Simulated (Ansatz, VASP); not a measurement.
RbBr in VASP and in Ansatz

```
CELL_PARAMETERS angstrom
0.02809 3.47161 3.47161
3.47161 0.02809 3.47161
3.47161 3.47161 0.02809
ATOMIC_POSITIONS crystal
Rb 0.00000 0.00000 0.00000
Br 0.50000 0.50000 0.50000
```

Change from the starting cell: epitaxial_111 strain -0.5%.

Alike in both runs: task single point; functional PBE; k mesh 6 × 6 × 6; occupations fermi-dirac, width 0.02 eV; no spin polarisation.

```csv
,VASP,Ansatz
version,VASP 6.6.1,Ansatz 0.2.0
potentials or method,"VASP PAW PBE potentials, release 64 (Rb_sv, Br)","plane waves, PAW"
plane-wave cutoff (eV),520,420
valence electrons in the cell,16,16
```

```tsv
	VASP	Ansatz	Ansatz less VASP
gap on the k mesh at the Fermi level (eV)	4.29	4.29	+0.002
pressure (GPa)	0.6	0.6	-0.03
```
